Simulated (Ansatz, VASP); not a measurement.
**AsHF in VASP and in Ansatz**

INCAR

```
PREC = Accurate ; ENCUT = 600
EDIFF = 1E-7 ; ISMEAR = 0
SIGMA = 0.1 ; LREAL = F
LASPH = T ; NELM = 120
ALGO = Normal ; ISIF = 3
LWAVE = F ; LCHARG = F
GGA = PE ; IBRION = 2
NSW = 90 ; EDIFFG = -0.04
GGA_COMPAT = F ; NELMIN = 4
```

KPOINTS

```
regular mesh
0
Gamma
  4 4 6
```

File POSCAR:

```
AsHF
1.0
    4.0601734500      0.0000000000      0.0000000000
    0.0000000000      4.0601734500      0.0000000000
    0.0000000000      0.0000000000      3.1713609800
H As F
1 1 1
Direct
    0.5000000000      0.5000000000      0.5000000000
    0.5000000000      0.5000000000      0.0000000000
    0.0000000000      0.0000000000      0.5000000000
```

Input for Ansatz:

```yaml
crystal:
  lattice:
    - [4.06017345, 0.0, 0.0]
    - [0.0, 4.06017345, 0.0]
    - [0.0, 0.0, 3.17136098]
  atoms:
    - { symbol: H, position: [0.5, 0.5, 0.5] }
    - { symbol: As, position: [0.5, 0.5, 0.0] }
    - { symbol: F, position: [0.0, 0.0, 0.5] }
basis:
  ecutwfc: 420
kpoints:
  mp_grid: { grid: [4, 4, 6] }
hamiltonian:
  xc: pbe
scf:
  occupations: { method: gaussian, width: 0.1 }
  lower_state_search: "off"
output:
  forces: true
  stress: true
  eigenvalues: true
relax:
  adjacent_minimum: "off"
  f_tol: 0.04
  max_steps: 70
  cell: { stress_tol: 0.4 }
```

Alike in both runs: task relaxation of cell and atoms; functional PBE; k mesh 4 × 4 × 6; occupations gaussian, width 0.1 eV; no spin polarisation.

|  | VASP | Ansatz |
| --- | --- | --- |
| version | VASP 6.6.1 | Ansatz 0.2.0 |
| potentials or method | VASP PAW PBE potentials, release 64 (H, As, F), cutoff 600 eV | scalar-relativistic, plane waves, PAW |
| valence electrons in the cell | 13 | 23 |

```csv
,VASP,Ansatz,Ansatz less VASP
"gap on the k mesh at the Fermi level, each at its own relaxed structure (eV)",none,none,-
relaxed volume (Å³/atom),10.83,10.95,+0.119
relaxed length of the cell vector where the two differ most in proportion (Å),3.097,3.113,+0.0162
```

A gap of «none» marks a metal or a gap that the smearing closes. VASP's potentials hold 13 valence electrons a cell and Ansatz's 23, so a difference there can come from the potentials and not from the codes.

The k mesh is coarse, so the values compare programs but aren't converged. Noted on VASP's run: the volume moved by over 15 % at a fixed basis, so the end points are rough.
